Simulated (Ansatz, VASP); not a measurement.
**V3F in VASP and in Ansatz**

Contents of INCAR:

```
PREC = Accurate
ENCUT = 520
EDIFF = 1E-6
ISMEAR = 0
SIGMA = 0.1
LREAL = False
LASPH = True
NELM = 150
ALGO = Normal
ISIF = 2
LWAVE = False
LCHARG = True
ISPIN = 2
MAGMOM = 2 2 2 0
LORBIT = 11
LMAXMIX = 4
GGA = PE
LELF = True
LVHAR = True
NBANDS = 35
```

Contents of KPOINTS:

```
Automatic mesh
0
Gamma
  6 6 6
```

Contents of POSCAR:

```
V3F
1.0
    0.0000000000      2.9488631800      2.9488631800
    2.9488631800      0.0000000000      2.9488631800
    2.9488631800      2.9488631800      0.0000000000
V F
3 1
Direct
    0.0000000000      0.0000000000      0.0000000000
    0.2500000000      0.2500000000      0.2500000000
    0.7500000000      0.7500000000      0.7500000000
    0.5000000000      0.5000000000      0.5000000000
```

Input for Ansatz:

```yaml
crystal:
  lattice:
    - [0.0, 2.94886318, 2.94886318]
    - [2.94886318, 0.0, 2.94886318]
    - [2.94886318, 2.94886318, 0.0]
  atoms:
    - { symbol: V, position: [0.0, 0.0, 0.0], spin: 2.0 }
    - { symbol: V, position: [0.25, 0.25, 0.25], spin: 2.0 }
    - { symbol: V, position: [0.75, 0.75, 0.75], spin: 2.0 }
    - { symbol: F, position: [0.5, 0.5, 0.5] }
basis:
  ecutwfc: 420
kpoints:
  mp_grid: { grid: [6, 6, 6] }
hamiltonian:
  xc: pbe
scf:
  occupations: { method: gaussian, width: 0.1 }
  lower_state_search: "off"
output:
  forces: true
  stress: true
  eigenvalues: true
  populations: true
magnetization:
  spin_polarized: true
```

Alike in both runs: task single point; functional PBE; k mesh 6 × 6 × 6; occupations gaussian, width 0.1 eV; collinear spin.

```csv
,VASP,Ansatz
version,VASP 6.6.1,Ansatz 0.2.0
potentials or method,"VASP PAW PBE potentials, release 64 (V_sv, F), cutoff 520 eV","scalar-relativistic, plane waves, PAW"
valence electrons in the cell,46,46
```

|  | VASP | Ansatz | Ansatz less VASP |
| --- | --- | --- | --- |
| gap on the k mesh at the Fermi level (eV) | none | none | - |
| pressure (GPa) | 1.2 | 1.1 | -0.07 |
| net moment per atom (μB) | 0.22 | 0.21 | -0.003 |
| size of the moment on the site where the two differ most (μB) | 0.40 | 0.37 | -0.033 |

Site moments also hang on the region over which each program counts them. A gap of «none» marks a metal or a gap that the smearing closes. Ansatz's warnings: seeded moment not kept.
